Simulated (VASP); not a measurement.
# GaN (P6_3mc) in VASP: notebook, part 2 of 2

VASP 6.6.1. The steps go on from the part before.

## Step 5: Single point, LDA

This run uses another cell than the first one, of 11.00 Å³/atom.

INCAR

```
SYSTEM = GaN
ALGO     = Normal         ! electronic algorithm
EDIFF    = 1E-6           ! SCF threshold, eV
ENCUT    = 520            ! plane-wave cutoff, eV
GGA      = CA             ! functional
ISIF     = 2              ! what is computed and relaxed
ISMEAR   = 0              ! smearing method
LASPH    = .TRUE.         ! aspherical terms in the spheres
LCHARG   = .FALSE.        ! write CHGCAR
LREAL    = .FALSE.        ! projectors in reciprocal space
LWAVE    = .FALSE.        ! write WAVECAR
NBANDS   = 26             ! bands
NELM     = 60             ! most SCF steps
PREC     = Accurate       ! precision mode
SIGMA    = 0.01           ! smearing width, eV
```

KPOINTS

```
k-points
0
G
  8 8 5
  0 0 0
```

POSCAR

```
GaN
1.0
    3.1517957840      0.0000000000      0.0000000000
   -1.5758978920      2.7295352164      0.0000000000
    0.0000000000      0.0000000000      5.1125907433
Ga N
2 2
Direct
    0.3333333333      0.6666666667     -0.0011346350
    0.6666666667      0.3333333333      0.4988653650
    0.3333333333      0.6666666667      0.3761346350
    0.6666666667      0.3333333333      0.8761346350
```

Potentials or basis: VASP PAW LDA potentials, release 64 (Ga_d, N).

Command:

```
> cat potpaw_LDA.64/Ga_d/POTCAR potpaw_LDA.64/N/POTCAR > POTCAR
> mpirun -np 1 vasp_std > vasp.out
```

OUTCAR:

```text
SYSTEM = GaN
   EDIFF = 1E-6
   ENCUT = 520
   GGA = CA
   ISIF = 2
   ISMEAR = 0
   LASPH = .TRUE.
   LREAL = .FALSE.
   NELM = 60
   PREC = Accurate

 ion  position               nearest neighbor table
   1  0.333  0.667  0.999-   4 1.92   4 1.92   4 1.92   3 1.93
   2  0.667  0.333  0.499-   3 1.92   3 1.92   3 1.92   4 1.93
   3  0.333  0.667  0.376-   2 1.92   2 1.92   2 1.92   1 1.93
   4  0.667  0.333  0.876-   1 1.92   1 1.92   1 1.92   2 1.93

  LATTYP: Found a hexagonal cell.
 ALAT       =     3.1517957840
 C/A-ratio  =     1.6221199258

  Lattice vectors:

 A1 = (   3.1517957840,   0.0000000000,   0.0000000000)
 A2 = (  -1.5758978920,   2.7295352164,   0.0000000000)
 A3 = (   0.0000000000,   0.0000000000,   5.1125907433)

Analysis of symmetry for initial positions (statically):
=====================================================================
 Subroutine PRICEL returns:
 Original cell was already a primitive cell.

 Routine SETGRP: Setting up the symmetry group for a
 hexagonal supercell.

 Subroutine GETGRP returns: Found 12 space group operations
 (whereof  6 operations were pure point group operations)
 out of a pool of 24 trial point group operations.

The static configuration has the point symmetry C_3v.
 The point group associated with its full space group is C_6v.

Analysis of symmetry for dynamics (positions and initial velocities):
=====================================================================
 Subroutine PRICEL returns:
 Original cell was already a primitive cell.

 Routine SETGRP: Setting up the symmetry group for a
 hexagonal supercell.

 Subroutine GETGRP returns: Found 12 space group operations
 (whereof  6 operations were pure point group operations)
 out of a pool of 24 trial point group operations.
[... 121 lines left out ...]
   ISMEAR =     0;   SIGMA  =   0.01  broadening in eV -4-tet -1-fermi 0-gaus
   EFERMI_NEDOS =   21; number of points for ismear=-14 and -15
   IALGO  =     38    algorithm
   IMIX   =      4    mixing-type and parameters
     AMIX     =   0.40;   BMIX     =  1.00
     AMIX_MAG =   1.60;   BMIX_MAG =  1.00
  volume/ion in A,a.u.               =      11.00        74.20
  Fermi-wavevector in a.u.,A,eV,Ry     =   1.531369  2.893867 31.906883  2.345090
  Thomas-Fermi vector in A             =   2.638723
   LORBIT       =      0    0 simple, 1 ext, 2 COOP (PROOUT), +10 PAW based schemes
   GGA     = CA    functional components
   LHFCALC =     F    Hartree Fock is set to
   AEXX    =    0.0000 exact exchange contribution
   IVDW    =     0    specifies the selected vdW correction
   LEPSILON=     F    determine dielectric tensor
   LRPA    =     F    only Hartree local field effects (RPA)
 non-spin polarized calculation
 Gauss-broadening in eV      SIGMA  =   0.01
  energy-cutoff  :      520.00
  volume of cell :       43.98
 maximum number of plane-waves:      1196
 NGX is ok and might be reduce to    24
   NGX = 11   NGY = 11   NGZ = 19

 number of electron      36.0000034 magnetization

 Free energy of the ion-electron system (eV)
  ---------------------------------------------------
  ext. energy  EPLUGINS =         0.00000000
  ---------------------------------------------------
  free energy    TOTEN  =       -27.90627299 eV

  energy without entropy =      -27.90627299  energy(sigma->0) =      -27.90627299

 E-fermi :   5.6219     XC(G=0): -12.3256

 val. band max:        5.4895214184   @ k =   0.0000   0.0000   0.0000
 cond. band min:       7.6870706154   @ k =   0.0000   0.0000   0.0000
 fundamental gap:      2.1975491970
 Fermi energy:         5.6219004886

 k-point     1 :       0.0000    0.0000    0.0000
  band No.  band energies     occupation
      1     -10.6892      2.00000
      2      -9.6883      2.00000
      3      -8.0925      2.00000
      4      -8.0768      2.00000
      5      -8.0768      2.00000
      6      -8.0080      2.00000
[... 685 lines left out ...]
     25      17.2267      0.00000
     26      18.1939      0.00000

 [... further k-points ...]

------------------------ aborting loop because EDIFF is reached ----------------------------------------

  FORCE on cell =-STRESS in cart. coord.  units (eV):
  Direction    XX          YY          ZZ          XY          YZ          ZX
  --------------------------------------------------------------------------------------
  -------------------------------------------------------------------------------------
  Total        0.4666028      0.4666028      0.8913846      0.0000000      0.0000000     -0.0000000
  in kB       16.9969170     16.9969170     32.4704217      0.0000000      0.0000000     -0.0000000
  external PRESSURE =      22.1547519 kB  Pullay stress =       0.0000000 kB

 VOLUME and BASIS-vectors are now :
 -----------------------------------------------------------------------------
  energy-cutoff  :      520.00
  volume of cell :       43.98
      direct lattice vectors                 reciprocal lattice vectors
     3.151795784  0.000000000  0.000000000     0.317279440  0.183181370  0.000000000
    -1.575897892  2.729535216  0.000000000     0.000000000  0.366362740  0.000000000
     0.000000000  0.000000000  5.112590743     0.000000000  0.000000000  0.195595550

 POSITION                                       TOTAL-FORCE (eV/Angst)
 -----------------------------------------------------------------------------------
     -0.00000      1.81969      5.10679         0.000000      0.000000      0.000535
      1.57590      0.90985      2.55049         0.000000     -0.000000      0.000535
     -0.00000      1.81969      1.92302         0.000000      0.000000     -0.000535
      1.57590      0.90985      4.47932         0.000000     -0.000000     -0.000535
 -----------------------------------------------------------------------------------
    total drift:                               -0.000001     -0.000001      0.001426

  FREE ENERGIE OF THE ION-ELECTRON SYSTEM (eV)
  ---------------------------------------------------
  free  energy   TOTEN  =       -27.9062729865 eV

  energy  without entropy=      -27.9062729865  energy(sigma->0) =      -27.90627299
```

OSZICAR:

```text
N       E                     dE             d eps       ncg     rms          rms(c)
DAV:   1     0.271594721382E+03    0.27159E+03   -0.17660E+04  1752   0.260E+03
DAV:   2     0.198311765573E+01   -0.26961E+03   -0.25411E+03  1704   0.483E+02
DAV:   3    -0.311328126533E+02   -0.33116E+02   -0.32717E+02  1860   0.138E+02
DAV:   4    -0.320791867178E+02   -0.94637E+00   -0.94294E+00  1784   0.250E+01
DAV:   5    -0.320988607351E+02   -0.19674E-01   -0.19647E-01  1958   0.360E+00    0.108E+01
DAV:   6    -0.279409563945E+02    0.41579E+01   -0.10167E+01  2572   0.512E+01    0.317E+00
DAV:   7    -0.279669745702E+02   -0.26018E-01   -0.12579E+00  1696   0.830E+00    0.259E+00
DAV:   8    -0.279297473681E+02    0.37227E-01   -0.24994E-01  2564   0.521E+00    0.134E+00
DAV:   9    -0.279057630447E+02    0.23984E-01   -0.65001E-02  2524   0.398E+00    0.377E-01
DAV:  10    -0.279064946958E+02   -0.73165E-03   -0.60818E-03  1628   0.555E-01    0.185E-01
DAV:  11    -0.279062790637E+02    0.21563E-03   -0.10645E-03  2374   0.613E-01    0.734E-02
DAV:  12    -0.279062994688E+02   -0.20405E-04   -0.14084E-04  1632   0.739E-02    0.102E-01
DAV:  13    -0.279062818758E+02    0.17593E-04   -0.12305E-05  2120   0.355E-02    0.653E-02
DAV:  14    -0.279062739270E+02    0.79488E-05   -0.10773E-05  2112   0.315E-02    0.299E-02
DAV:  15    -0.279062729865E+02    0.94051E-06   -0.27595E-06  1160   0.103E-02
   1 F= -.27906273E+02 E0= -.27906273E+02  d E =-.275567E-80
```

Wall time 28 s (1 thread of AMD EPYC 7R43 (Zen 3), shared host); peak memory 0.11 GiB.

Results:

```yaml
Free_energy: -27.9063 eV
Pressure: 2.2 GPa
Band_gap_on_the_k_mesh: 2.20 eV
```

Stress tensor (GPa, compression positive):
```
1.70 0.00 0.00
0.00 1.70 0.00
0.00 0.00 3.25
```

Expect the measured gap to be larger: semilocal functionals such as LDA lack the derivative discontinuity.

## Step 6: Single point, LDA

This run uses another cell than the first one, of 11.05 Å³/atom.

INCAR

```
PREC = Accurate
ENCUT = 520
EDIFF = 1E-6
ISMEAR = 0
SIGMA = 0.01
LREAL = F
LASPH = T
NELM = 60
ALGO = Normal
ISIF = 2
LWAVE = F
LCHARG = F
NBANDS = 26
```

KPOINTS

```
Automatic mesh
0
Gamma
  8 8 5
```

POSCAR

```
GaN
1.0
    3.1517957840      0.0000000000      0.0000000000
   -1.5758978920      2.7295352164      0.0000000000
    0.0000000000      0.0000000000      5.1382821540
Ga N
2 2
Direct
    0.3333333333      0.6666666667     -0.0007061012
    0.6666666667      0.3333333333      0.4992938988
    0.3333333333      0.6666666667      0.3757061012
    0.6666666667      0.3333333333      0.8757061012
```

Potentials or basis: VASP PAW LDA potentials, release 64 (Ga_d, N).

Command:

```
> cat potpaw_LDA.64/Ga_d/POTCAR potpaw_LDA.64/N/POTCAR > POTCAR
> mpirun -np 1 vasp_std > vasp.out
```

Wall time 29 s (1 thread of AMD EPYC 7R43 (Zen 3), shared host); peak memory 0.11 GiB.

It converged, with:

* Free energy: -27.9094 eV
* Pressure: 1.1 GPa
* Band gap on the k mesh: 2.15 eV

Levels at points of the mesh, in eV from the valence-band top:
```
           k point  band 14  band 15  band 16  band 17  band 18  band 19  band 20  band 21  band 22  band 23
(0.00, 0.00, 0.00)    -1.08    -1.08    -0.05     0.00     0.00     2.15     4.38     9.22     9.90     9.90
(0.50, 0.00, 0.00)    -5.46    -4.41    -2.88    -2.34    -1.05     5.00     5.66     5.99     8.72    10.40
```

A hybrid or GW would open this gap; LDA tends to underestimate it.

## Step 7: The runs side by side

| task | cell | gap on the mesh (eV) | pressure (GPa) |
| --- | --- | --- | --- |
| relaxation of the atoms | atoms relaxed from a = 3.152, b = 3.152, c = 5.164 Å, angles 90.0, 90.0, 120.0°, 4 atoms, atomic positions A | 2.09 | 0.1 |
| relaxation of the atoms | atoms relaxed from a = 3.168, b = 3.168, c = 5.138 Å, angles 90.0, 90.0, 120.0°, 4 atoms, atomic positions A | 2.10 | -0.9 |
| single point | a = 3.136, b = 3.136, c = 5.138 Å, angles 90.0, 90.0, 120.0°, 4 atoms, atomic positions B | 2.19 | 3.2 |
| single point | a = 3.152, b = 3.152, c = 5.113 Å, angles 90.0, 90.0, 120.0°, 4 atoms, atomic positions C | 2.20 | 2.2 |
| single point | a = 3.152, b = 3.152, c = 5.138 Å, angles 90.0, 90.0, 120.0°, 4 atoms, atomic positions A | 2.15 | 1.1 |

Alike in all rows: level LDA; potentials or basis VASP PAW LDA potentials, release 64 (Ga_d, N); no spin polarisation; k mesh 8 × 8 × 5; cutoff (eV) 520; smearing gaussian 0.01 eV.

Caveats: the cell stands under pressure (at least some runs).

Total energies depend on the potentials used, so only differences within one code and one set of settings carry meaning.

## Step 8: Comparison with measurements

Step 2. Measured gap of GaN: 3.503 eV (direct; quoted in “Studying electronic properties in GaN without electrical contacts using γ-γ vs e−-γ Perturbed Angular Correlations”, 2019, pmc:6823545). This calculation gives 2.09 eV (-1.41 eV). Spin-orbit coupling on Ga is left out. The value is that of LDA, without temperature or zero-point motion. Semilocal functionals fall short of measured gaps as a rule.

Step 3. A measured gap of GaN is 3.503 eV (direct; quoted in “Studying electronic properties in GaN without electrical contacts using γ-γ vs e−-γ Perturbed Angular Correlations”, 2019, pmc:6823545); the calculated 2.10 eV misses it by -1.41 eV. Spin-orbit coupling on Ga is left out. The value is that of LDA, without temperature or zero-point motion. Semilocal functionals fall short of measured gaps as a rule.
